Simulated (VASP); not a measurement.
A run of VASP 6.6.1 is set up as follows.

The input INCAR:

```
  ALGO = Fast
  EDIFF = 1E-6
  ENCUT = 520
  GGA = PE
  ISIF = 2
  ISMEAR = 0
  LASPH = T
  LCHARG = T
  LELF = T
  LREAL = F
  LVHAR = T
  LWAVE = F
  NBANDS = 30
  NELM = 80
  PREC = Accurate
  SIGMA = 0.1
```

KPOINTS

```
k-points
0
Gamma
  10 10 10
```

File POSCAR:

```
BaCu3
1.0
    4.4508066781      0.0000000000      0.0000000000
    0.0000000000      4.4508066781      0.0000000000
    0.0000000000      0.0000000000      4.4508066781
Ba Cu
1 3
Direct
    0.0000000000      0.0000000000      0.0000000000
    0.0000000000      0.5000000000      0.5000000000
    0.5000000000      0.0000000000      0.5000000000
    0.5000000000      0.5000000000      0.0000000000
```

Potentials or basis: VASP PAW PBE potentials, release 64 (Ba_sv, Cu).

Command:

```console
$ cat potpaw_PBE.64/Ba_sv/POTCAR potpaw_PBE.64/Cu/POTCAR > POTCAR
$ mpirun -np 1 vasp_std > vasp.out
```

Problem. Estimate the pressure.

Solution. 0.7 GPa.

Problem. What does it give for the band gap on the k mesh?

Solution. Zero (an odd number of electrons rules out a gap without spin polarisation).

Caveat: spin-orbit coupling is left out, which moves the levels of the heavy elements.
